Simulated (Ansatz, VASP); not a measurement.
## AgBr in VASP and in Ansatz

```
Ag Br
1.0
     0.00000    2.89217    2.89217
     2.89217    0.00000    2.89217
     2.89217    2.89217    0.00000
Ag Br
1 1
Cartesian
  0.0000 0.0000 0.0000
  2.8922 2.8922 2.8922
```

Change from the starting cell: volume scaled by 1, PAW files.

Alike in both runs: task electric field gradients; functional PBEsol; k mesh 8 × 8 × 8; occupations fermi-dirac, width 0.03 eV; no spin polarisation.

```csv
,VASP,Ansatz
version,VASP 6.6.1,Ansatz 0.2.0
potentials or method,"VASP PAW PBE potentials, release 64 (Ag, Br)","PAW with Ansatz's default frozen-core files, scalar-relativistic"
plane-wave cutoff (eV),400,420
valence electrons in the cell,18,26
```

|  | VASP | Ansatz | Ansatz less VASP |
| --- | --- | --- | --- |
| pressure (GPa) | -2.8 | -2.6 | +0.21 |

VASP's potentials were made for PBE, not for PBEsol. VASP's potentials hold 18 valence electrons a cell and Ansatz's 26, so a difference there can come from the potentials and not from the codes.
